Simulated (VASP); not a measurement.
Set up this calculation in VASP 6.6.1, as the native input.

- Task: single point
- Functional: PBE
- Dispersion: D3(BJ)
- Potentials or basis: VASP PAW PBE potentials, release 64 (O, H, C)
- Cutoff: 520 eV
- k mesh: 1 × 1 × 1
- Occupations: fermi-dirac, width 0.05 eV
- Spin: no spin polarisation
- Dipole correction: no
- Further INCAR settings: LREAL = Auto; ALGO = Normal; EDIFF = 1e-06; NBANDS = 71

The structure of H24CO11 lies in POSCAR:

```
H24CO11
1.0
    6.9125170000      0.0000000000      0.0000000000
    0.0000000000      6.9125170000      0.0000000000
    0.0000000000      0.0000000000      6.9125170000
O H C
11 24 1
Direct
    0.3102343184      0.5684181319      0.2685852346
    0.8497338958      0.2883464880      0.7802946452
    0.6709422921      0.6038032167      0.5207509797
    0.9330899295      0.2254894997      0.1621117170
    0.2714062041      0.7292133965      0.7042152663
    0.6148266977      0.9484388971      0.1833051550
    0.1875438426      0.1615041236      0.4971416345
    0.0317684571      0.8253144260      0.1579742950
    0.8163307229      0.6437452523      0.9236577646
    0.6640273000      0.0164050229      0.5350583586
    0.2373954379      0.3782558509      0.7927647773
    0.2936990969      0.4726064326      0.1653232824
    0.4526137151      0.5610402115      0.2748926332
    0.7799763820      0.3911021123      0.8383487520
    0.9675202245      0.3413373161      0.8009383557
    0.5986820720      0.7292857291      0.5168016223
    0.6224650153      0.5267401151      0.6270942986
    0.8791732447      0.1902056805      0.0399854351
    0.8397954030      0.1841152796      0.2701910173
    0.3333084027      0.8052783089      0.6080853038
    0.2557823728      0.8352529187      0.7910287960
    0.6603817394      0.9355781693      0.3286791193
    0.7136040316      0.8528152625      0.1440575119
    0.1661044740      0.1722093414      0.3494674950
    0.0789726810      0.2454966838      0.5444037244
    0.0117323400      0.9151369899      0.2531205348
    0.1169038716      0.7012206986      0.1485565967
    0.7955134143      0.7032604766      0.7991589749
    0.8813866208      0.7188843080      1.0187316718
    0.7579728195      0.0983433386      0.5861830069
    0.5736550087      0.0937719213      0.4750946725
    0.4278615156      0.1614462576      0.8729092456
    0.2262417582      0.5185376036      0.7527938087
    0.5259155240      0.3444186828      0.7241501178
    0.4792320945      0.4031382491      0.9502761440
    0.4308705498      0.3149359343      0.8443957534
```

The input as run:

INCAR

```
SYSTEM = H24CO11
PREC = Accurate
ENCUT = 520
EDIFF = 1E-6
ISMEAR = -1
SIGMA = 0.05
LREAL = Auto
LASPH = .True.
NELM = 60
ALGO = Normal
ISIF = 2
LWAVE = .False.
LCHARG = .False.
GGA = PE
IVDW = 12
NBANDS = 71
```

KPOINTS

```
Automatic mesh
0
Gamma
  1 1 1
  0 0 0
```

Potentials or basis: VASP PAW PBE potentials, release 64 (O, H, C).

Run with:

```bash
$ cat potpaw_PBE.64/O/POTCAR potpaw_PBE.64/H/POTCAR potpaw_PBE.64/C/POTCAR > POTCAR
$ mpirun -np 1 vasp_gam > vasp.out
```

Results of the run:

The pressure is 3.9 GPa, the largest force is 6.092 eV/Å and the band gap on the k mesh is 3.77 eV. The dispersion energy per atom is -0.038 eV.

Caveat: the k points lie up to 0.91 Å⁻¹ apart.

Wall time 65 s on 1 thread of Intel Xeon 8259CL, on a shared host, peak memory 0.39 GiB.
